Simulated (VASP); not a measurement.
A run of VASP 6.6.1 is set up as follows.

Contents of INCAR:

```
PREC = Accurate ; ENCUT = 520
EDIFF = 1E-6 ; ISMEAR = -1
SIGMA = 0.05 ; LREAL = False
LASPH = True ; NELM = 60
ALGO = Normal ; ISIF = 2
LWAVE = False ; LCHARG = True
GGA = PE ; LELF = True
LVHAR = True ; NBANDS = 26
```

KPOINTS

```
Automatic mesh
0
Gamma
  6 6 6
```

File POSCAR:

```
LiY3
1.0
    0.0000000000      3.8998520000      3.8998520000
    3.8998520000      0.0000000000      3.8998520000
    3.8998520000      3.8998520000      0.0000000000
Y Li
3 1
Direct
    0.5000000000      0.5000000000      0.5000000000
    0.7500000000      0.7500000000      0.7500000000
    0.2500000000      0.2500000000      0.2500000000
    0.0000000000      0.0000000000      0.0000000000
```

Potentials or basis: VASP PAW PBE potentials, release 64 (Y_sv, Li_sv).

Launch:

```console
$ cat potpaw_PBE.64/Y_sv/POTCAR potpaw_PBE.64/Li_sv/POTCAR > POTCAR
$ mpirun -np 1 vasp_std > vasp.out
```

Question: Estimate the band gap on the k mesh.

Answer: Zero (band 18 reaches 3.04 eV, above the bottom of band 19 at 2.22 eV).
